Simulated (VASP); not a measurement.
A run of VASP 6.6.1:

The input INCAR:

```
  PREC = Accurate
  ENCUT = 520
  EDIFF = 1E-7
  ISMEAR = -1
  SIGMA = 0.1
  LREAL = F
  LASPH = T
  NELM = 80
  ALGO = Normal
  ISIF = 2
  LWAVE = F
  LCHARG = F
  GGA = RP
  NBANDS = 20
```

File KPOINTS:

```
Automatic mesh
0
Gamma
  14 14 7
```

File POSCAR:

```
Nb
1.0
    2.8079932053      0.0000000000      0.0000000000
   -1.4039966027      2.4317934495      0.0000000000
    0.0000000000      0.0000000000      5.1266237326
Nb
2
Direct
    0.3333333333      0.6666666667      0.2500000000
    0.6666666667      0.3333333333      0.7500000000
```

Potentials or basis: VASP PAW PBE potentials, release 64 (Nb_sv).

The run is started by

```console
$ cat potpaw_PBE.64/Nb_sv/POTCAR > POTCAR
$ mpirun -np 1 vasp_std > vasp.out
```

Hardware: 1 thread of Intel(R) Xeon(R) 6975P-C (Granite Rapids) (shared host).

Question: How long does it take, and how much memory?

Answer: Run time: 38 s on 1 thread of Intel(R) Xeon(R) 6975P-C (Granite Rapids), with other jobs on the host, peak memory 0.19 GiB. Counts: scf iterations 15, k points 96.
